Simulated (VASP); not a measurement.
# Zn: single point with r2SCAN

Zn:

```xyz
2
Lattice="2.6187 0.0000 0.0000 -1.3094 2.2679 0.0000 0.0000 0.0000 4.8389" Properties=species:S:1:pos:R:3 pbc="T T T"
Zn    0.0000    1.5119    1.2097
Zn    1.3094    0.7560    3.6292
```

- Program: VASP 6.6.1
- Task: single point
- Functional: r2SCAN
- Potentials or basis: VASP PAW PBE potentials, release 64 (Zn)
- Cutoff: 520 eV
- k mesh: 2 × 2 × 1
- Occupations: fermi-dirac, width 0.1 eV
- Spin: no spin polarisation
- Dipole correction: no
- Further INCAR settings: ALGO = Normal; EDIFF = 1e-06; NBANDS = 19

```json
{
 "Pressure": "6.2 GPa",
 "Band gap on the k mesh": "zero (band 12 reaches 1.11 eV, above the bottom of band 13 at 0.40 eV)"
}
```

Stress tensor (GPa, compression positive):
```
 17.53   0.00   0.00
  0.00  17.53   0.00
  0.00   0.00 -16.56
```

Levels at points of the mesh, in eV from the Fermi level:
```csv
k point,band 8,band 9,band 10,band 11,band 12,band 13,band 14,band 15,band 16,band 17
"(0.00, 0.00, 0.00)",-5.48,-5.48,-5.25,-5.25,-1.91,-0.78,17.29,20.92,21.33,21.33
"(0.50, 0.00, 0.00)",-5.26,-5.07,-5.04,-1.03,-0.07,5.25,6.07,7.04,8.23,13.28
```

Run time: 24 s on 1 thread of Intel(R) Xeon(R) Platinum 8259CL CPU @ 2.50GHz (Skylake/Cascade Lake), on a shared host, peak memory 0.14 GiB.

Caveat: the k points lie up to 1.39 Å⁻¹ apart; the PAW data sets were made with another functional, which shifts forces and pressure a little.
